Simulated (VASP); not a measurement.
Na2S:

```
S Na
1.0
     0.00000    3.25543    3.25543
     3.25543    0.00000    3.25543
     3.25543    3.25543    0.00000
S Na
1 2
Direct
  0.00000 0.00000 0.00000
  0.25000 0.25000 0.25000
  0.75000 0.75000 0.75000
```

Base run:

| Quantity | Value |
| --- | --- |
| Program | VASP 6.6.1 |
| Functional | HSE06 |
| Potentials or basis | VASP PAW PBE potentials, release 64 (S, Na_pv) |
| Cutoff | 400 eV |
| k mesh | 4 × 4 × 4 |
| Occupations | gaussian, width 0.01 eV |
| Spin | no spin polarisation |

Its results: band gap on the k mesh 3.52 eV; pressure 0.0 GPa.

Question: The run is repeated on the same cell with these changes: functional from HSE06 to PBEsol; cutoff from 400 eV to 500 eV; k mesh from 4 × 4 × 4 to 6 × 6 × 6. What comes out?

Answer: Band gap on the k mesh 2.41 eV; pressure -0.1 GPa.

Several settings changed at once.

Caveats: the structure was generated, so it needn't be the stable form of Na2S; the PAW data sets were made with another functional, which shifts forces and pressure a little.

